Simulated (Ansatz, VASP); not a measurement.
## Ge in VASP and in Ansatz

```
CELL_PARAMETERS angstrom
4.01328 0.00000 0.00000
-2.00664 3.47560 0.00000
0.00000 0.00000 26.11890
ATOMIC_POSITIONS crystal
Ge 0.16667 0.33333 0.42115
Ge 0.50000 0.00000 0.44996
Ge 0.50000 0.00000 0.55004
Ge 0.83333 0.66667 0.57885
```

Alike in both runs: task single point; functional PBEsol; k mesh 9 × 9 × 1; occupations fermi-dirac, width 0.02 eV; no spin polarisation.

|  | VASP | Ansatz |
| --- | --- | --- |
| version | VASP 6.6.1 | Ansatz 0.2.0 |
| potentials or method | VASP PAW PBE potentials, release 64 (Ge_d), cutoff 520 eV | all-electron LAPW, scalar-relativistic |

|  | VASP | Ansatz | Ansatz less VASP |
| --- | --- | --- | --- |
| rms of the force components (eV/Å) | 0.006 | 0.004 | -0.0023 |

VASP's potentials were made for PBE, not for PBEsol. Atom by atom the forces differ by 0.002 eV/Å (rms over components). Ansatz ran all-electron here, and VASP with PAW potentials.
